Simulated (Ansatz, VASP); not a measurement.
Two plane-wave programs on H

```xyz
2
Lattice="9.0000 0.0000 0.0000 0.0000 9.5000 0.0000 0.0000 0.0000 10.0000" Properties=species:S:1:pos:R:3 pbc="T T T"
H     4.5000    4.7500    4.6209
H     4.5000    4.7500    5.3791
```

Alike in both runs: functional PBEsol; k mesh 1 × 1 × 1; occupations fermi-dirac, width 0.02 eV; no spin polarisation.

Ansatz relaxed the structure, and its values are those at the end. VASP's run is a single point on that final structure, the one shown.

|  | VASP | Ansatz |
| --- | --- | --- |
| version | VASP 6.6.1 | Ansatz 0.2.0 |
| potentials or method | VASP PAW PBE potentials, release 64 (H), cutoff 520 eV | plane waves, PAW |
| valence electrons in the cell | 2 | 2 |

VASP gave:

* rms of the force components (eV/Å): 0.003

Question: Which values does Ansatz return?

Answer: rms of the force components (eV/Å): 0.000.

VASP's potentials were made for PBE, not for PBEsol. With one functional, cell and mesh, what is left measures potentials, basis and numerics. Ansatz's warnings: stress scf threshold loose.
